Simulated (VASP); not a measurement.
# Ga (I4/mmm) in VASP: further runs

The runs below take Ga through single point, with LDA, PBEsol, HSE06.

Program: VASP 6.6.1. These are calculated values, not measurements. Logs are shortened: lines on timing, memory, paths and dates and some standing lists are left out, and cuts for length are marked.

## (1) The cell of the first run

The structure is tetragonal, space group I4/mmm (No. 139). The conventional cell has a = 2.769 Å, b = 2.769 Å, c = 4.622 Å, α = 90.00°, β = 90.00°, γ = 90.00°. Within 3.6 Å of Ga (site symmetry 4/mmm) lie 12 Ga at 2.77 to 3.03 Å.

## (2) Single point, LDA, non-collinear spin, zero start, spin-orbit coupling

Input file INCAR:

```
SYSTEM = Ga
  ALGO = Fast
  EDIFF = 1E-7
  ENCUT = 520
  GGA_COMPAT = .FALSE.
  ISIF = 2
  ISMEAR = -1
  LASPH = .TRUE.
  LCHARG = .FALSE.
  LORBIT = 11
  LORBMOM = .TRUE.
  LREAL = .FALSE.
  LSORBIT = .TRUE.
  LWAVE = .FALSE.
  MAGMOM = 0 0 0
  NBANDS = 24
  NELM = 150
  PREC = Accurate
  SIGMA = 0.05
```

Input file KPOINTS:

```
k-points
0
G
  10 10 10
  0 0 0
```

Input file POSCAR:

```
Ga
1.0
   -1.3843987196      1.3843987196      2.3112238365
    1.3843987196     -1.3843987196      2.3112238365
    1.3843987196      1.3843987196     -2.3112238365
Ga
1
Direct
    0.0000000000      0.0000000000      0.0000000000
```

Potentials or basis: VASP PAW LDA potentials, release 64 (Ga_d).

The run is started by

```sh
$ cat potpaw_LDA.64/Ga_d/POTCAR > POTCAR
$ mpirun -np 1 vasp_ncl > vasp.out
```

OUTCAR:

```text
SYSTEM = Ga
   EDIFF = 1E-7
   ENCUT = 520
   ISIF = 2
   ISMEAR = -1
   LASPH = .TRUE.
   LORBIT = 11
   LREAL = .FALSE.
   LSORBIT = .TRUE.
   NELM = 150
   PREC = Accurate

 ion  position               nearest neighbor table
   1  0.000  0.000  0.000-

  LATTYP: Found a body centered tetragonal cell.
 ALAT       =     2.7687974392
 C/A-ratio  =     1.6694784557

  Lattice vectors:

 A1 = (  -1.3843987196,   1.3843987196,   2.3112238365)
 A2 = (   1.3843987196,  -1.3843987196,   2.3112238365)
 A3 = (   1.3843987196,   1.3843987196,  -2.3112238365)

Analysis of symmetry for initial positions (statically):
=====================================================================
 Subroutine PRICEL returns:
 Original cell was already a primitive cell.

 Routine SETGRP: Setting up the symmetry group for a
 body centered tetragonal supercell.

 Subroutine GETGRP returns: Found 16 space group operations
 (whereof 16 operations were pure point group operations)
 out of a pool of 16 trial point group operations.

The static configuration has the point symmetry D_4h.

Analysis of symmetry for dynamics (positions and initial velocities):
=====================================================================
 Subroutine PRICEL returns:
 Original cell was already a primitive cell.

 Routine SETGRP: Setting up the symmetry group for a
 body centered tetragonal supercell.

 Subroutine GETGRP returns: Found 16 space group operations
 (whereof 16 operations were pure point group operations)
 out of a pool of 16 trial point group operations.

The dynamic configuration has the point symmetry D_4h.

Analysis of structural, dynamic, and magnetic symmetry:
=====================================================================
 Subroutine PRICEL returns:
 Original cell was already a primitive cell.

 Routine SETGRP: Setting up the symmetry group for a
 body centered tetragonal supercell.

 Subroutine GETGRP returns: Found 16 space group operations
 (whereof 16 operations were pure point group operations)
 out of a pool of 16 trial point group operations.

The overall configuration has the point symmetry D_4h.

 Subroutine INISYM returns: Found 16 space group operations
 (whereof 16 operations are pure point group operations),
 and found     1 'primitive' translations

----------------------------------------------------------------------------------------

                                     Primitive cell

  volume of cell :      17.7184

  direct lattice vectors                    reciprocal lattice vectors
    -1.384398720  1.384398720  2.311223836     0.000000000  0.361167627  0.216335602
     1.384398720 -1.384398720  2.311223836     0.361167627  0.000000000  0.216335602
     1.384398720  1.384398720 -2.311223836     0.361167627  0.361167627  0.000000000

  length of vectors
     3.029005654  3.029005654  3.029005654     0.421002550  0.421002550  0.510768156

  position of ions in fractional coordinates (direct lattice)
     0.000000000  0.000000000  0.000000000

  ion indices of the primitive-cell ions
   primitive index   ion index
                 1           1

----------------------------------------------------------------------------------------

 KPOINTS: k-points

Automatic generation of k-mesh.
 Grid dimensions read from file:
 generate k-points for:   10   10   10

 Generating k-lattice:

  Cartesian coordinates                     Fractional coordinates (reciprocal lattice)
     0.000000000  0.036116763  0.021633560     0.100000000  0.000000000 -0.000000000
     0.036116763  0.000000000  0.021633560     0.000000000  0.100000000 -0.000000000
[... 49 lines left out ...]
   PREC   = accura    normal or accurate (medium, high low for compatibility)
   ISTART =      0    job   : 0-new  1-cont  2-samecut
   ICHARG =      2    charge: 1-file 2-atom 10-const
   ISPIN  =      1    spin polarized calculation?
   LNONCOLLINEAR =      T non collinear calculations
   LSORBIT =      T    spin-orbit coupling
   LASPH  =      T    aspherical Exc in radial PAW
   ENCUT  =  520.0 eV  38.22 Ry    6.18 a.u.   5.63  5.63  5.63*2*pi/ulx,y,z
   NELM   =    150;   NELMIN=  2; NELMDL= -5     # of ELM steps
   EDIFF  = 0.1E-06   stopping-criterion for ELM
   LREAL  =      F    real-space projection
   EDIFFG = 0.1E-05   stopping-criterion for IOM
   NSW    =      0    number of steps for IOM
   IBRION =     -1    ionic relax: 0-MD 1-quasi-New 2-CG
   NFREE  =      0    steps in history (QN), initial steepest desc. (CG)
   ISIF   =      2    stress and relaxation
   ISYM   =      2    0-nonsym 1-usesym 2-fastsym
   POTIM  = 0.5000    time-step for ionic-motion
   TEBEG  =    0.0;   TEEND  =   0.0 temperature during run
   PSTRESS=    0.0 pullay stress
   NELECT =      13.0000    total number of electrons
   NUPDOWN=      -1.0000    fix difference up-down
   EMIN   =  10.00;   EMAX   =-10.00  energy-range for DOS
   EFERMI =   0.00;   METHOD = LEGACY
   ISMEAR =    -1;   SIGMA  =   0.05  broadening in eV -4-tet -1-fermi 0-gaus
   EFERMI_NEDOS =   21; number of points for ismear=-14 and -15
   IALGO  =     68    algorithm
   IMIX   =      4    mixing-type and parameters
     AMIX     =   0.40;   BMIX     =  1.00
     AMIX_MAG =   1.60;   BMIX_MAG =  1.00
  volume/ion in A,a.u.               =      17.72       119.57
  Fermi-wavevector in a.u.,A,eV,Ry     =   1.476549  2.790273 29.663375  2.180197
  Thomas-Fermi vector in A             =   2.591062
   LORBIT       =     11    0 simple, 1 ext, 2 COOP (PROOUT), +10 PAW based schemes
   GGA     = CA    functional components
   LHFCALC =     F    Hartree Fock is set to
   AEXX    =    0.0000 exact exchange contribution
   IVDW    =     0    specifies the selected vdW correction
   LEPSILON=     F    determine dielectric tensor
   LRPA    =     F    only Hartree local field effects (RPA)
 RMM-DIIS sequential band-by-band and
  energy-cutoff  :      520.00
  volume of cell :       17.72
 maximum number of plane-waves:       984
   NGX = 11   NGY = 11   NGZ = 11

 number of electron      12.9999997 magnetization       0.0000000      0.0000000      0.0000000

 number of electron      12.9999997 magnetization      -0.0000000     -0.0000000     -0.0000000

 Free energy of the ion-electron system (eV)
  ---------------------------------------------------
  ext. energy  EPLUGINS =         0.00000000
  ---------------------------------------------------
  free energy    TOTEN  =        -3.55949706 eV

  energy without entropy =       -3.55574416  energy(sigma->0) =       -3.55762061

 E-fermi :   5.8338     XC(G=0): -11.6492

 val. band max:        5.8067463233   @ k =   0.5000   0.3000   0.0000
 cond. band min:       5.8915825702   @ k =   0.5000   0.5000   0.2000
 fundamental gap:      0.0848362469
 Fermi energy:         5.8338107477

 k-point     1 :       0.0000    0.0000    0.0000
  band No.  band energies     occupation
      1      -9.4334      1.00000
      2      -9.4334      1.00000
      3      -9.3847      1.00000
      4      -9.3847      1.00000
      5      -8.9715      1.00000
      6      -8.9715      1.00000
[... 637 lines left out ...]
     23      25.0817      0.00000
     24      25.0817      0.00000

 [... further k-points ...]

------------------------ aborting loop because EDIFF is reached ----------------------------------------

  FORCE on cell =-STRESS in cart. coord.  units (eV):
  Direction    XX          YY          ZZ          XY          YZ          ZX
  --------------------------------------------------------------------------------------
  -------------------------------------------------------------------------------------
  Total       -0.1025829     -0.1025829     -0.4263760      0.0000000      0.0000000      0.0000000
  in kB       -9.2760072     -9.2760072    -38.5548446      0.0000000      0.0000000      0.0000000
  external PRESSURE =     -19.0356197 kB  Pullay stress =       0.0000000 kB

 VOLUME and BASIS-vectors are now :
 -----------------------------------------------------------------------------
  energy-cutoff  :      520.00
  volume of cell :       17.72
      direct lattice vectors                 reciprocal lattice vectors
    -1.384398720  1.384398720  2.311223836     0.000000000  0.361167627  0.216335602
     1.384398720 -1.384398720  2.311223836     0.361167627  0.000000000  0.216335602
     1.384398720  1.384398720 -2.311223836     0.361167627  0.361167627  0.000000000

 POSITION                                       TOTAL-FORCE (eV/Angst)
 -----------------------------------------------------------------------------------
      0.00000      0.00000      0.00000         0.000000     -0.000000     -0.000000
 -----------------------------------------------------------------------------------
    total drift:                                0.000000      0.000000      0.000000

  FREE ENERGIE OF THE ION-ELECTRON SYSTEM (eV)
  ---------------------------------------------------
  free  energy   TOTEN  =        -3.5594970640 eV

  energy  without entropy=       -3.5557441598  energy(sigma->0) =       -3.55762061

 orbital moment (x)

 # of ion     p       d       tot
 ----------------------------------------
  1        -0.000  -0.000  -0.000
 ----------------------------------------
           -0.000  -0.000  -0.000

 orbital moment (y)

 # of ion     p       d       tot
 ----------------------------------------
  1         0.000   0.000   0.000
 ----------------------------------------
            0.000   0.000   0.000

 orbital moment (z)

 # of ion     p       d       tot
 ----------------------------------------
  1         0.000   0.000   0.000
 ----------------------------------------
            0.000   0.000   0.000

 Spin-Orbit-Coupling matrix elements

 Ion:    1  E_soc:     -0.0113546
 l=   1
     0.0000000    -0.0010569    -0.0010452
    -0.0010569     0.0000000    -0.0010569
    -0.0010452    -0.0010569     0.0000000
 l=   2
     0.0000000    -0.0001700     0.0000000    -0.0001700    -0.0006774
    -0.0001700     0.0000000    -0.0005030    -0.0001677    -0.0001636
     0.0000000    -0.0005030     0.0000000    -0.0005030     0.0000000
    -0.0001700    -0.0001677    -0.0005030     0.0000000    -0.0001636
    -0.0006774    -0.0001636     0.0000000    -0.0001636     0.0000000
 l=   3
     0.0000000     0.0000000     0.0000000     0.0000000     0.0000000     0.0000000     0.0000000
     0.0000000     0.0000000     0.0000000     0.0000000     0.0000000     0.0000000     0.0000000
     0.0000000     0.0000000     0.0000000     0.0000000     0.0000000     0.0000000     0.0000000
     0.0000000     0.0000000     0.0000000     0.0000000     0.0000000     0.0000000     0.0000000
     0.0000000     0.0000000     0.0000000     0.0000000     0.0000000     0.0000000     0.0000000
     0.0000000     0.0000000     0.0000000     0.0000000     0.0000000     0.0000000     0.0000000
     0.0000000     0.0000000     0.0000000     0.0000000     0.0000000     0.0000000     0.0000000

 total charge

# of ion       s       p       d       tot
------------------------------------------
    1        1.034   0.585   9.965  11.584

 magnetization (x)

# of ion       s       p       d       tot
------------------------------------------
    1        0.000  -0.000   0.000   0.000

 magnetization (y)

# of ion       s       p       d       tot
------------------------------------------
    1       -0.000   0.000  -0.000   0.000

 magnetization (z)

# of ion       s       p       d       tot
------------------------------------------
    1        0.000  -0.000   0.000  -0.000
```

Wall time 71 s (1 thread of Intel Xeon Platinum 8488C (Sapphire Rapids), shared host); peak memory 0.2 GiB.

What came out:

| Item | Value |
| --- | --- |
| Free energy | -3.5595 eV |
| Pressure | -1.9 GPa |
| Net moment | 0.00 μB per cell |
| Valence electrons inside the program's atomic spheres | Ga 11.58 |

Stress tensor (GPa, compression positive):
```
-0.93  0.00  0.00
 0.00 -0.93  0.00
 0.00  0.00 -3.86
```

Moments on the atoms (μB; x, y, z):
```
Ga  0.00 0.00 0.00
```

[end of part 1 of 2]
